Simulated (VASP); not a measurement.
Wanted: the native input for a VASP 6.6.1 run.

```
Task                   : single point
Functional             : r2SCAN
Potentials or basis    : VASP PAW PBE potentials, release 64 (Ti_sv, C)
Cutoff                 : 520 eV
k mesh                 : 14 × 14 × 3
Occupations            : gaussian, width 0.15 eV
Spin                   : no spin polarisation
Dipole correction      : no
Further INCAR settings : ALGO = Normal; EDIFF = 1e-07; NBANDS = 55
```

The system is Ti3C2.

```xyz
10
Lattice="-3.0640 0.0000 0.0000 -1.5320 -2.6535 0.0000 0.0000 0.0000 15.1185" Properties=species:S:1:pos:R:3 pbc="T T T"
Ti   -1.5320   -0.8845   12.7630
Ti   -3.0640   -1.7690    5.2037
Ti   -3.0640   -1.7690    2.3555
Ti   -1.5320   -0.8845    9.9148
Ti    0.0000    0.0000    0.0000
Ti    0.0000    0.0000    7.5593
C    -3.0640   -1.7690   13.8208
C    -1.5320   -0.8845    6.2615
C    -3.0640   -1.7690    8.8570
C    -1.5320   -0.8845    1.2977
```

One way to write it, as run:

POSCAR

```
Ti3C2
1.0
   -3.0640472894      0.0000000000      0.0000000000
   -1.5320236447     -2.6535427910      0.0000000000
    0.0000000000      0.0000000000     15.1185180878
Ti C
6 4
Direct
    0.3333333333      0.3333333333      0.8441961019
    0.6666666667      0.6666666667      0.3441961019
    0.6666666667      0.6666666667      0.1558038981
    0.3333333333      0.3333333333      0.6558038981
    0.0000000000      0.0000000000      0.0000000000
    0.0000000000      0.0000000000      0.5000000000
    0.6666666667      0.6666666667      0.9141626280
    0.3333333333      0.3333333333      0.4141626280
    0.6666666667      0.6666666667      0.5858373720
    0.3333333333      0.3333333333      0.0858373720
```

INCAR.step1

```
SYSTEM = Ti3C2
ALGO = Normal ; EDIFF = 1E-4
ENCUT = 520 ; GGA = PE
ISMEAR = 0 ; LASPH = .TRUE.
LCHARG = .FALSE. ; LREAL = .FALSE.
LWAVE = .TRUE. ; NBANDS = 55
NELM = 60 ; PREC = Accurate
SIGMA = 0.15
```

INCAR.step2

```
SYSTEM = Ti3C2
ALGO = Normal ; EDIFF = 1E-7
ENCUT = 520 ; ISIF = 2
ISMEAR = 0 ; ISTART = 1
LASPH = .TRUE. ; LCHARG = .FALSE.
LMIXTAU = .TRUE. ; LREAL = .FALSE.
LWAVE = .FALSE. ; METAGGA = R2SCAN
NBANDS = 55 ; NELM = 60
PREC = Accurate ; SIGMA = 0.15
```

KPOINTS

```
k-points
0
G
  14 14 3
  0 0 0
```

Potentials or basis: VASP PAW PBE potentials, release 64 (Ti_sv, C).

Launch:

```bash
$ cat potpaw_PBE.64/Ti_sv/POTCAR potpaw_PBE.64/C/POTCAR > POTCAR
$ cp INCAR.step1 INCAR
$ mpirun -np 1 vasp_std > vasp.out
$ cp INCAR.step2 INCAR
$ mpirun -np 1 vasp_std > vasp.out
```

It gave:

```yaml
Pressure: 0.8 GPa
Largest_force: 0.085 eV/Å
Band_gap_on_the_k_mesh: zero (bands 44 and 45 overlap by 0.67 eV)
```

Caveat: the PAW data sets were made with another functional, which shifts forces and pressure a little.

It took 20 min on 1 thread of Intel(R) Xeon(R) Platinum 8488C (Sapphire Rapids), on a shared host, peak memory 0.41 GiB.
